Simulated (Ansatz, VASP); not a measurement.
**One calculation of K2BrF, two programs**

```
CELL_PARAMETERS angstrom
2.08908 1.20613 6.96829
-2.08908 1.20613 6.96829
0.00000 -2.41226 6.96829
ATOMIC_POSITIONS crystal
F 0.00000 0.00000 0.00000
Br 0.50000 0.50000 0.50000
K 0.26714 0.26714 0.26714
K 0.73286 0.73286 0.73286
```

Alike in both runs: task single point; functional r2SCAN; k mesh 4 × 4 × 4; no spin polarisation.

```csv
,VASP,Ansatz
version,VASP 6.6.1,Ansatz 0.2.0
potentials or method,"VASP PAW PBE potentials, release 64 (F, Br, K_sv)","plane waves, PAW"
plane-wave cutoff (eV),520,500
occupations,"gaussian, width 0.01 eV",fixed
valence electrons in the cell,32,32
```

|  | VASP | Ansatz | Ansatz less VASP |
| --- | --- | --- | --- |
| gap on the k mesh at the Fermi level (eV) | 4.73 | 4.72 | -0.004 |

VASP's potentials were made for PBE, not for r2SCAN.

The k mesh is coarse, so the values compare programs but aren't converged.
